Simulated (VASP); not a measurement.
# Cu (Fm-3m) in VASP: a series of runs

The runs below take Cu through single point, with r2SCAN.

Everything below comes from runs of VASP 6.6.1. Logs are shortened: lines on timing, memory, paths and dates and some standing lists are left out, and cuts for length are marked.

### 1 The cell of the first run

It takes space group Fm-3m (No. 225, cubic). The conventional cell has a = 3.541 Å, b = 3.541 Å, c = 3.541 Å, α = 90.00°, β = 90.00°, γ = 90.00°. Cu (site symmetry m-3m) has 12 Cu at 2.50 Å within 3.3 Å.

### 2 Single point, r2SCAN (11.10 Å³/atom)

Contents of POSCAR:

```
Cu
1.0
    0.0000000000      1.7703736505      1.7703736505
    1.7703736505      0.0000000000      1.7703736505
    1.7703736505      1.7703736505      0.0000000000
Cu
1
Direct
    0.0000000000      0.0000000000      0.0000000000
```

Contents of INCAR.step1:

```
SYSTEM = Cu
PREC     = Accurate       ! precision mode
ENCUT    = 520            ! plane-wave cutoff, eV
ISMEAR   = 0              ! smearing method
SIGMA    = 0.1            ! smearing width, eV
LREAL    = .FALSE.        ! projectors in reciprocal space
LASPH    = .TRUE.         ! aspherical terms in the spheres
NELM     = 60             ! most SCF steps
NBANDS   = 12             ! bands
GGA      = PE             ! functional
ALGO     = Normal         ! electronic algorithm
EDIFF    = 1E-4           ! SCF threshold, eV
LWAVE    = .TRUE.         ! write WAVECAR
LCHARG   = .FALSE.        ! write CHGCAR
```

Contents of INCAR.step2:

```
SYSTEM = Cu
PREC     = Accurate       ! precision mode
ENCUT    = 520            ! plane-wave cutoff, eV
EDIFF    = 1E-7           ! SCF threshold, eV
ISMEAR   = 0              ! smearing method
SIGMA    = 0.1            ! smearing width, eV
LREAL    = .FALSE.        ! projectors in reciprocal space
LASPH    = .TRUE.         ! aspherical terms in the spheres
NELM     = 60             ! most SCF steps
ALGO     = Normal         ! electronic algorithm
ISIF     = 2              ! what is computed and relaxed
LWAVE    = .FALSE.        ! write WAVECAR
LCHARG   = .FALSE.        ! write CHGCAR
METAGGA  = R2SCAN         ! meta-GGA
LMIXTAU  = .TRUE.       
NBANDS   = 12             ! bands
ISTART   = 1
```

Contents of KPOINTS:

```
Automatic mesh
0
G
  20 20 20
  0 0 0
```

Potentials or basis: VASP PAW PBE potentials, release 64 (Cu).

Launch:

```console
$ cat potpaw_PBE.64/Cu/POTCAR > POTCAR
$ cp INCAR.step1 INCAR
$ mpirun -np 1 vasp_std > vasp.out
$ cp INCAR.step2 INCAR
$ mpirun -np 1 vasp_std > vasp.out
```

OUTCAR:

```text
SYSTEM = Cu
   PREC = Accurate
   ENCUT = 520
   EDIFF = 1E-7
   ISMEAR = 0
   LREAL = .FALSE.
   LASPH = .TRUE.
   NELM = 60
   ISIF = 2
   METAGGA = R2SCAN
   ISTART = 1

 ion  position               nearest neighbor table
   1  0.000  0.000  0.000-

  LATTYP: Found a face centered cubic cell.
 ALAT       =     3.5407473010

  Lattice vectors:

 A1 = (   0.0000000000,   1.7703736505,   1.7703736505)
 A2 = (   1.7703736505,   0.0000000000,   1.7703736505)
 A3 = (   1.7703736505,   1.7703736505,   0.0000000000)

Analysis of symmetry for initial positions (statically):
=====================================================================
 Subroutine PRICEL returns:
 Original cell was already a primitive cell.

 Routine SETGRP: Setting up the symmetry group for a
 face centered cubic supercell.

 Subroutine GETGRP returns: Found 48 space group operations
 (whereof 48 operations were pure point group operations)
 out of a pool of 48 trial point group operations.

The static configuration has the point symmetry O_h .

Analysis of symmetry for dynamics (positions and initial velocities):
=====================================================================
 Subroutine PRICEL returns:
 Original cell was already a primitive cell.

 Routine SETGRP: Setting up the symmetry group for a
 face centered cubic supercell.

 Subroutine GETGRP returns: Found 48 space group operations
 (whereof 48 operations were pure point group operations)
 out of a pool of 48 trial point group operations.

The dynamic configuration has the point symmetry O_h .

 Subroutine INISYM returns: Found 48 space group operations
 (whereof 48 operations are pure point group operations),
 and found     1 'primitive' translations

----------------------------------------------------------------------------------------

                                     Primitive cell

  volume of cell :      11.0975

  direct lattice vectors                    reciprocal lattice vectors
     0.000000000  1.770373651  1.770373651    -0.282426255  0.282426255  0.282426255
     1.770373651  0.000000000  1.770373651     0.282426255 -0.282426255  0.282426255
     1.770373651  1.770373651  0.000000000     0.282426255  0.282426255 -0.282426255

  length of vectors
     2.503686427  2.503686427  2.503686427     0.489176623  0.489176623  0.489176623

  position of ions in fractional coordinates (direct lattice)
     0.000000000  0.000000000  0.000000000

  ion indices of the primitive-cell ions
   primitive index   ion index
                 1           1

----------------------------------------------------------------------------------------

 KPOINTS: Automatic mesh

Automatic generation of k-mesh.
 Grid dimensions read from file:
 generate k-points for:   20   20   20

 Generating k-lattice:

  Cartesian coordinates                     Fractional coordinates (reciprocal lattice)
    -0.014121313  0.014121313  0.014121313     0.050000000  0.000000000  0.000000000
     0.014121313 -0.014121313  0.014121313     0.000000000  0.050000000  0.000000000
     0.014121313  0.014121313 -0.014121313     0.000000000  0.000000000  0.050000000

  Length of vectors
     0.024458831  0.024458831  0.024458831

  Shift w.r.t. Gamma in fractional coordinates (k-lattice)
     0.000000000  0.000000000  0.000000000

 Subroutine IBZKPT returns following result:
 ===========================================

 Found    256 irreducible k-points:

 Following reciprocal coordinates:
            Coordinates               Weight
  0.000000  0.000000  0.000000      1.000000
  0.050000  0.000000  0.000000      8.000000
  0.100000  0.000000  0.000000      8.000000
  0.150000  0.000000  0.000000      8.000000
  0.200000  0.000000  0.000000      8.000000
  0.250000  0.000000  0.000000      8.000000
[... 16 lines left out ...]
 -0.400000  0.050000  0.000000     24.000000
 -0.350000  0.050000  0.000000     24.000000
 [... further k-points ...]
   k-points           NKPTS =    256   k-points in BZ     NKDIM =    256   number of bands    NBANDS=     12
   number of dos      NEDOS =    301   number of ions     NIONS =      1
   total plane-waves  NPLWV =   8000
   dimension x,y,z NGX =    20 NGY =   20 NGZ =   20
   dimension x,y,z NGXF=    40 NGYF=   40 NGZF=   40
   ions per type =               1
   NGX,Y,Z   is equivalent  to a cutoff of  13.28, 13.28, 13.28 a.u.
   NGXF,Y,Z  is equivalent  to a cutoff of  26.56, 26.56, 26.56 a.u.
 SYSTEM =  Cu
   PREC   = accura    normal or accurate (medium, high low for compatibility)
   ISTART =      1    job   : 0-new  1-cont  2-samecut
   ICHARG =      0    charge: 1-file 2-atom 10-const
   ISPIN  =      1    spin polarized calculation?
   LNONCOLLINEAR =      F non collinear calculations
   LSORBIT =      F    spin-orbit coupling
   LASPH  =      T    aspherical Exc in radial PAW
   ENCUT  =  520.0 eV  38.22 Ry    6.18 a.u.   4.66  4.66  4.66*2*pi/ulx,y,z
   NELM   =     60;   NELMIN=  2; NELMDL=  0     # of ELM steps
   EDIFF  = 0.1E-06   stopping-criterion for ELM
   LREAL  =      F    real-space projection
   EDIFFG = 0.1E-05   stopping-criterion for IOM
   NSW    =      0    number of steps for IOM
   IBRION =     -1    ionic relax: 0-MD 1-quasi-New 2-CG
   NFREE  =      0    steps in history (QN), initial steepest desc. (CG)
   ISIF   =      2    stress and relaxation
   ISYM   =      2    0-nonsym 1-usesym 2-fastsym
   POTIM  = 0.5000    time-step for ionic-motion
   TEBEG  =    0.0;   TEEND  =   0.0 temperature during run
   PSTRESS=    0.0 pullay stress
   NELECT =      11.0000    total number of electrons
   NUPDOWN=      -1.0000    fix difference up-down
   EMIN   =  10.00;   EMAX   =-10.00  energy-range for DOS
   EFERMI =   0.00;   METHOD = LEGACY
   ISMEAR =     0;   SIGMA  =   0.10  broadening in eV -4-tet -1-fermi 0-gaus
   EFERMI_NEDOS =   21; number of points for ismear=-14 and -15
   IALGO  =     38    algorithm
   IMIX   =      4    mixing-type and parameters
     AMIX     =   0.40;   BMIX     =  1.00
     AMIX_MAG =   1.60;   BMIX_MAG =  1.00
  volume/ion in A,a.u.               =      11.10        74.89
  Fermi-wavevector in a.u.,A,eV,Ry     =   1.632291  3.084582 36.250986  2.664372
  Thomas-Fermi vector in A             =   2.724286
   LORBIT       =      0    0 simple, 1 ext, 2 COOP (PROOUT), +10 PAW based schemes
   METAGGA = R2SCAN    functional components
   LHFCALC =     F    Hartree Fock is set to
   AEXX    =    0.0000 exact exchange contribution
   IVDW    =     0    specifies the selected vdW correction
   LEPSILON=     F    determine dielectric tensor
   LRPA    =     F    only Hartree local field effects (RPA)
 non-spin polarized calculation
 Gauss-broadening in eV      SIGMA  =   0.10
  energy-cutoff  :      520.00
  volume of cell :       11.10
 maximum number of plane-waves:       311
   NGX =  9   NGY =  9   NGZ =  9

 number of electron      11.0000009 magnetization

 Free energy of the ion-electron system (eV)
  ---------------------------------------------------
  ext. energy  EPLUGINS =         0.00000000
  ---------------------------------------------------
  free energy    TOTEN  =       -10.82085860 eV

  energy without entropy =      -10.81969179  energy(sigma->0) =      -10.82027519

 E-fermi :   8.1628     XC(G=0): -14.1682

 val. band max:        8.1198943233   @ k =   0.4500   0.3000   0.0000
 cond. band min:       8.1686370195   @ k =   0.5000   0.2500   0.1000
 fundamental gap:      0.0487426962
 Fermi energy:         8.1628402825

 k-point     1 :       0.0000    0.0000    0.0000
  band No.  band energies     occupation
      1      -1.9820      2.00000
      2       4.8503      2.00000
      3       4.8503      2.00000
      4       4.8503      2.00000
      5       5.7511      2.00000
      6       5.7511      2.00000
      7      32.0872      0.00000
      8      35.6218      0.00000
      9      35.6218      0.00000
     10      35.6221      0.00000
     11      38.0783      0.00000
     12      38.0783      0.00000

 k-point     2 :       0.0500    0.0000    0.0000
  band No.  band energies     occupation
      1      -1.8829      2.00000
      2       4.8277      2.00000
      3       4.8698      2.00000
      4       4.8698      2.00000
      5       5.7431      2.00000
      6       5.7431      2.00000
      7      31.6526      0.00000
      8      34.1824      0.00000
      9      35.2784      0.00000
     10      35.2786      0.00000
     11      38.5543      0.00000
     12      38.5544      0.00000

 k-point     3 :       0.1000    0.0000    0.0000
  band No.  band energies     occupation
      1      -1.5884      2.00000
      2       4.7650      2.00000
      3       4.9218      2.00000
      4       4.9218      2.00000
      5       5.7252      2.00000
      6       5.7252      2.00000
      7      29.7689      0.00000
      8      33.1904      0.00000
      9      34.6332      0.00000
     10      34.6334      0.00000
     11      39.5540      0.00000
     12      39.5540      0.00000
[... 286 lines left out ...]
 k-point    23 :      -0.4000    0.0500    0.0000
  band No.  band energies     occupation
      1       2.4706      2.00000
      2       4.8077      2.00000
      3       4.8605      2.00000
      4       5.6099      2.00000
      5       6.2576      2.00000
      6       6.7571      2.00000
      7      14.2360      0.00000
      8      29.5587      0.00000
      9      31.6799      0.00000
     10      32.7417      0.00000
     11      35.5355      0.00000
     12      37.0408      0.00000

 k-point    24 :      -0.3500    0.0500    0.0000
  band No.  band energies     occupation
      1       2.1104      2.00000
      2       4.8658      2.00000
      3       4.9107      2.00000
      4       5.0397      2.00000
      5       6.1127      2.00000
      6       6.4273      2.00000
      7      16.1998      0.00000
      8      29.5423      0.00000
      9      32.0497      0.00000
     10      33.5434      0.00000
     11      35.5988      0.00000
     12      37.5349      0.00000

 [... further k-points ...]
[... 5 lines left out ...]
  --------------------------------------------------------------------------------------
  -------------------------------------------------------------------------------------
  Total        0.4142842      0.4142842      0.4142842      0.0000000     -0.0000000      0.0000000
  in kB       59.8114228     59.8114228     59.8114228      0.0000000     -0.0000000      0.0000000
  external PRESSURE =      59.8114228 kB  Pullay stress =       0.0000000 kB

 VOLUME and BASIS-vectors are now :
 -----------------------------------------------------------------------------
  energy-cutoff  :      520.00
  volume of cell :       11.10
      direct lattice vectors                 reciprocal lattice vectors
     0.000000000  1.770373651  1.770373651    -0.282426255  0.282426255  0.282426255
     1.770373651  0.000000000  1.770373651     0.282426255 -0.282426255  0.282426255
     1.770373651  1.770373651  0.000000000     0.282426255  0.282426255 -0.282426255

 POSITION                                       TOTAL-FORCE (eV/Angst)
 -----------------------------------------------------------------------------------
      0.00000      0.00000      0.00000        -0.000000     -0.000000     -0.000000
 -----------------------------------------------------------------------------------
    total drift:                               -0.000000     -0.000000     -0.000000

  FREE ENERGIE OF THE ION-ELECTRON SYSTEM (eV)
  ---------------------------------------------------
  free  energy   TOTEN  =       -10.8208585985 eV

  energy  without entropy=      -10.8196917866  energy(sigma->0) =      -10.82027519
```

It took 1.8 min on 1 thread of AMD EPYC 9R14 (Zen 4), shared host; peak memory 0.12 GiB.

Results:

| Item | Value |
| --- | --- |
| Free energy | -10.8209 eV |
| Pressure | 6.0 GPa |
| Band gap on the k mesh | zero (an odd number of electrons rules out a gap without spin polarisation) |

Caveat: the cell stands under pressure; the PAW data sets were made with another functional, which shifts forces and pressure a little.

### 3 Single point, r2SCAN

This run uses another cell than the first one, of 11.44 Å³/atom.

Contents of POSCAR:

```
Cu
1.0
    0.0000000000      1.7884399356      1.7884399356
    1.7884399356      0.0000000000      1.7884399356
    1.7884399356      1.7884399356      0.0000000000
Cu
1
Direct
    0.0000000000      0.0000000000      0.0000000000
```

Contents of INCAR.step1:

```
ALGO = Normal ; EDIFF = 1E-4
ENCUT = 520 ; GGA = PE
ISMEAR = 0 ; LASPH = T
LCHARG = F ; LREAL = F
LWAVE = T ; NBANDS = 12
NELM = 80 ; PREC = Accurate
SIGMA = 0.1
```

Contents of INCAR.step2:

```
ALGO = Normal ; EDIFF = 1E-6
ENCUT = 520 ; ISIF = 2
ISMEAR = 0 ; ISTART = 1
LASPH = T ; LCHARG = T
LELF = T ; LMIXTAU = T
LREAL = F ; LVHAR = T
LWAVE = F ; METAGGA = R2SCAN
NBANDS = 12 ; NELM = 80
PREC = Accurate ; SIGMA = 0.1
```

Contents of KPOINTS:

```
k-points
0
Gamma
  20 20 20
```

Potentials or basis: VASP PAW PBE potentials, release 64 (Cu).

Launch:

```console
$ cat potpaw_PBE.64/Cu/POTCAR > POTCAR
$ cp INCAR.step1 INCAR
$ mpirun -np 1 vasp_std > vasp.out
$ cp INCAR.step2 INCAR
$ mpirun -np 1 vasp_std > vasp.out
```

Run time: 94 s. Hardware: 1 thread of AMD EPYC 9R14 (Zen 4), shared host; peak memory 0.12 GiB.

Results (log left out):

| Property | Result |
| --- | --- |
| Free energy | -10.8281 eV |
| Pressure | 0.5 GPa |
| Band gap on the k mesh | zero (an odd number of electrons rules out a gap without spin polarisation) |

Levels at points of the mesh, in eV from the Fermi level:
```tsv
k point	band 3	band 4	band 5	band 6	band 7	band 8	band 9	band 10
(0.00, 0.00, 0.00)	-3.21	-3.21	-2.35	-2.35	23.68	26.96	26.96	26.96
(0.50, 0.00, 0.00)	-3.25	-1.73	-1.73	-1.11	4.17	22.17	23.69	23.69
(0.50, 0.50, 0.00)	-1.76	-1.57	-1.57	1.60	7.69	14.05	14.05	18.49
```

Caveat: the PAW data sets were made with another functional, which shifts forces and pressure a little.

### 4 Single point, r2SCAN

This run uses another cell than the first one, of 11.44 Å³/atom.

POSCAR is that of step 3.

Contents of INCAR.step1:

```
SYSTEM = Cu
PREC = Accurate
ENCUT = 520
ISMEAR = 0
SIGMA = 0.1
LREAL = .False.
LASPH = .True.
NELM = 60
NBANDS = 12
GGA = PE
ALGO = Normal
EDIFF = 1E-4
LWAVE = .True.
LCHARG = .False.
```

Contents of INCAR.step2:

```
SYSTEM = Cu
PREC = Accurate
ENCUT = 520
EDIFF = 1E-6
ISMEAR = 0
SIGMA = 0.1
LREAL = .False.
LASPH = .True.
NELM = 60
ALGO = Normal
ISIF = 2
LWAVE = .False.
LCHARG = .False.
METAGGA = R2SCAN
LMIXTAU = .True.
NBANDS = 12
ISTART = 1
```

Contents of KPOINTS:

```
Automatic mesh
0
Gamma
  20 20 20
  0 0 0
```

Launch:

```console
$ cat potpaw_PBE.64/Cu/POTCAR > POTCAR
$ cp INCAR.step1 INCAR
$ mpirun -np 1 vasp_std > vasp.out
$ cp INCAR.step2 INCAR
$ mpirun -np 1 vasp_std > vasp.out
```

Run time: 91 s. Hardware: 1 thread of AMD EPYC 9R14 (Zen 4), shared host; peak memory 0.12 GiB.

It converged, with:

- Free energy: -10.8281 eV
- Pressure: 0.5 GPa
- Band gap on the k mesh: zero (an odd number of electrons rules out a gap without spin polarisation)

Levels at points of the mesh, in eV from the Fermi level:
| k point | band 4 | band 5 | band 6 | band 7 | band 8 | band 9 |
| --- | --- | --- | --- | --- | --- | --- |
| (0.00, 0.00, 0.00) | -3.21 | -2.35 | -2.35 | 23.68 | 26.96 | 26.96 |
| (0.50, 0.00, 0.00) | -1.73 | -1.73 | -1.11 | 4.17 | 22.17 | 23.69 |
| (0.50, 0.50, 0.00) | -1.57 | -1.57 | 1.60 | 7.69 | 14.05 | 14.05 |

Caveat: the PAW data sets were made with another functional, which shifts forces and pressure a little.

[end of part 1 of 2]
